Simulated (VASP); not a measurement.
# Ho (Fm-3m) in VASP: further runs, part 2 of 2

VASP 6.6.1. Earlier steps stand in the parts before.

### 5 Single point, PBE, collinear spin, ferromagnetic start (32.28 Å³/atom)

This run uses another cell than the first one, of 32.28 Å³/atom.

Input file INCAR:

```
PREC     = Accurate       # precision mode
ENCUT    = 520            # plane-wave cutoff, eV
EDIFF    = 1E-6           # SCF threshold, eV
ISMEAR   = -1             # smearing method
SIGMA    = 0.05           # smearing width, eV
LREAL    = F              # projectors in reciprocal space
LASPH    = T              # aspherical terms in the spheres
NELM     = 150            # most SCF steps
ALGO     = Normal         # electronic algorithm
ISIF     = 2              # what is computed and relaxed
LWAVE    = F              # write WAVECAR
LCHARG   = F              # write CHGCAR
ISPIN    = 2              # spin polarisation
MAGMOM   = 4              # initial moments
LORBIT   = 11             # projections on sites
LMAXMIX  = 6              # l up to which the mixer works
GGA      = PE             # functional
NBANDS   = 20             # bands
```

Input file KPOINTS:

```
Automatic mesh
0
Gamma
  9 9 9
```

Input file POSCAR:

```
Ho
1.0
    0.0000000000      2.5270681269      2.5270681269
    2.5270681269      0.0000000000      2.5270681269
    2.5270681269      2.5270681269      0.0000000000
Ho
1
Direct
    0.0000000000      0.0000000000      0.0000000000
```

Potentials or basis: VASP PAW PBE potentials, release 64 (Ho).

Run with:

```
$ cat potpaw_PBE.64/Ho/POTCAR > POTCAR
$ mpirun -np 1 vasp_std > vasp.out
```

OUTCAR:

```text
PREC = Accurate
   ENCUT = 520
   EDIFF = 1E-6
   ISMEAR = -1
   LREAL = F
   LASPH = T
   NELM = 150
   ISIF = 2
   ISPIN = 2
   LORBIT = 11
   GGA = PE

 ion  position               nearest neighbor table
   1  0.000  0.000  0.000-

  LATTYP: Found a face centered cubic cell.
 ALAT       =     5.0541362538

  Lattice vectors:

 A1 = (   0.0000000000,   2.5270681269,   2.5270681269)
 A2 = (   2.5270681269,   0.0000000000,   2.5270681269)
 A3 = (   2.5270681269,   2.5270681269,   0.0000000000)

Analysis of symmetry for initial positions (statically):
=====================================================================
 Subroutine PRICEL returns:
 Original cell was already a primitive cell.

 Routine SETGRP: Setting up the symmetry group for a
 face centered cubic supercell.

 Subroutine GETGRP returns: Found 48 space group operations
 (whereof 48 operations were pure point group operations)
 out of a pool of 48 trial point group operations.

The static configuration has the point symmetry O_h .

Analysis of symmetry for dynamics (positions and initial velocities):
=====================================================================
 Subroutine PRICEL returns:
 Original cell was already a primitive cell.

 Routine SETGRP: Setting up the symmetry group for a
 face centered cubic supercell.

 Subroutine GETGRP returns: Found 48 space group operations
 (whereof 48 operations were pure point group operations)
 out of a pool of 48 trial point group operations.

The dynamic configuration has the point symmetry O_h .

Analysis of structural, dynamic, and magnetic symmetry:
=====================================================================
 Subroutine PRICEL returns:
 Original cell was already a primitive cell.

 Routine SETGRP: Setting up the symmetry group for a
 face centered cubic supercell.

 Subroutine GETGRP returns: Found 48 space group operations
[... 131 lines left out ...]
   LRPA    =     F    only Hartree local field effects (RPA)
 spin polarized calculation
  energy-cutoff  :      520.00
  volume of cell :       32.28
 maximum number of plane-waves:       893
   NGX = 13   NGY = 13   NGZ = 13

 number of electron      21.0000019 magnetization       3.6275589

 Free energy of the ion-electron system (eV)
  ---------------------------------------------------
  ext. energy  EPLUGINS =         0.00000000
  ---------------------------------------------------
  free energy    TOTEN  =        -6.51793532 eV

  energy without entropy =       -6.47082507  energy(sigma->0) =       -6.49438020

 E-fermi :   2.4634     XC(G=0):  -9.9727

 val. band max:        2.4557347135   @ k =  -0.3333   0.4444   0.1111
 cond. band min:       2.4855874930   @ k =  -0.4444   0.2222   0.0000
 fundamental gap:      0.0298527795
 Fermi energy:         2.4634358898

 spin component 1

 k-point     1 :       0.0000    0.0000    0.0000
  band No.  band energies     occupation
      1     -45.6592      1.00000
      2     -20.3768      1.00000
      3     -20.3768      1.00000
      4     -20.3768      1.00000
      5      -2.7211      1.00000
      6      -0.4309      1.00000
[... 541 lines left out ...]
     19      11.4286      0.00000
     20      12.1843      0.00000

 [... further k-points ...]

 spin component 2

 k-point     1 :       0.0000    0.0000    0.0000
  band No.  band energies     occupation
      1     -44.0836      1.00000
      2     -19.2212      1.00000
      3     -19.2212      1.00000
      4     -19.2212      1.00000
      5      -2.4488      1.00000
      6       1.7034      1.00000
[... 541 lines left out ...]
     19      11.9230      0.00000
     20      12.7111      0.00000

 [... further k-points ...]

------------------------ aborting loop because EDIFF is reached ----------------------------------------

  FORCE on cell =-STRESS in cart. coord.  units (eV):
  Direction    XX          YY          ZZ          XY          YZ          ZX
  --------------------------------------------------------------------------------------
  -------------------------------------------------------------------------------------
  Total        0.3272254      0.3272254      0.3272254     -0.0000000      0.0000000     -0.0000000
  in kB       16.2433911     16.2433911     16.2433911     -0.0000000      0.0000000     -0.0000000
  external PRESSURE =      16.2433911 kB  Pullay stress =       0.0000000 kB

 VOLUME and BASIS-vectors are now :
 -----------------------------------------------------------------------------
  energy-cutoff  :      520.00
  volume of cell :       32.28
      direct lattice vectors                 reciprocal lattice vectors
     0.000000000  2.527068127  2.527068127    -0.197857745  0.197857745  0.197857745
     2.527068127  0.000000000  2.527068127     0.197857745 -0.197857745  0.197857745
     2.527068127  2.527068127  0.000000000     0.197857745  0.197857745 -0.197857745

 POSITION                                       TOTAL-FORCE (eV/Angst)
 -----------------------------------------------------------------------------------
      0.00000      0.00000      0.00000        -0.000000      0.000000     -0.000000
 -----------------------------------------------------------------------------------
    total drift:                               -0.000000     -0.000000     -0.000000

  FREE ENERGIE OF THE ION-ELECTRON SYSTEM (eV)
  ---------------------------------------------------
  free  energy   TOTEN  =        -6.5179353209 eV

  energy  without entropy=       -6.4708250736  energy(sigma->0) =       -6.49438020

 total charge

# of ion       s       p       d       f       tot
--------------------------------------------------
    1        2.123   5.706   0.399  10.341  18.568

 magnetization (x)

# of ion       s       p       d       f       tot
--------------------------------------------------
    1        0.005  -0.022   0.063   3.431   3.477
```

Run time: 74 s. Hardware: 1 thread of AMD EPYC 7R13 (Zen 3), shared host; peak memory 0.16 GiB.

What came out:

| Property | Result |
| --- | --- |
| Free energy | -6.5179 eV |
| Pressure | 1.6 GPa |
| Net moment | 3.63 μB per cell |
| Site moments | Ho +3.48 μB |
| Valence electrons inside the program's atomic spheres | Ho 18.57 |

Levels at points of the mesh, in eV from the Fermi level:
Spin up:
```csv
k point,band 10,band 11,band 12,band 13,band 14,band 15
"(0.00, 0.00, 0.00)",-2.18,-2.18,-2.18,2.25,2.25,2.25
```
Spin down:
```csv
k point,band 6,band 7,band 8,band 9,band 10,band 11,band 12,band 13
"(0.00, 0.00, 0.00)",-0.76,-0.19,-0.19,-0.19,1.02,1.02,1.02,2.74
```

Caveat: the magnetic or orbital state may not be the lowest; spin-orbit coupling is left out, which moves the levels of the heavy elements; semilocal functionals describe open f shells poorly, which spoils levels, moments and volumes. The state reached can hang on the start; a lower one may exist.

### 6 Overview

| cell | gap on the mesh (eV) | pressure (GPa) | moment (μB) |
| --- | --- | --- | --- |
| a = 3.455 Å, angles 60.0°, 1 atom | none | 4.9 | 3.64 |
| a = 3.504 Å, angles 60.0°, 1 atom | none | 3.3 | 3.64 |
| a = 3.551 Å, angles 60.0°, 1 atom | none | 2.2 | 3.63 |
| a = 3.574 Å, angles 60.0°, 1 atom | none | 1.6 | 3.63 |

Alike in all rows: task single point; level PBE; potentials or basis VASP PAW PBE potentials, release 64 (Ho); spin collinear, ferromagnetic start; k mesh 9 × 9 × 9; cutoff (eV) 520; smearing fermi-dirac 0.05 eV.

Caveats: the magnetic or orbital state may not be the lowest; spin-orbit coupling is left out, which moves the levels of the heavy elements; semilocal functionals describe open f shells poorly, which spoils levels, moments and volumes; the cell stands under pressure (at least some runs).

Total energies depend on the potentials used, so only differences within one code and one set of settings carry meaning.
